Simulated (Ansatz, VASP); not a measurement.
**One calculation of BN, two programs**

```
B N
1.0
     2.38300    0.00000    0.00000
    -1.19150    2.06374    0.00000
     0.00000    0.00000   26.00000
B N
1 1
Direct
  0.00000 0.00000 0.51098
  0.66667 0.33333 0.48902
```

Alike in both runs: task single point; functional PBE; dispersion D3(BJ); k mesh 12 × 12 × 1; occupations gaussian, width 0.02 eV; no spin polarisation.

```csv
,VASP,Ansatz
version,VASP 6.6.1,Ansatz 0.2.0
potentials or method,"VASP PAW PBE potentials, release 64 (B, N), cutoff 520 eV","scalar-relativistic, plane waves, PAW"
valence electrons in the cell,8,8
```

```csv
,VASP,Ansatz,Ansatz less VASP
gap on the k mesh at the Fermi level (eV),0.49,0.49,-0.006
least direct gap on the mesh (eV),0.49,0.49,-0.006
rms of the force components (eV/Å),4.739,4.751,+0.0118
```

Atom by atom the forces differ by 0.012 eV/Å (rms over components).
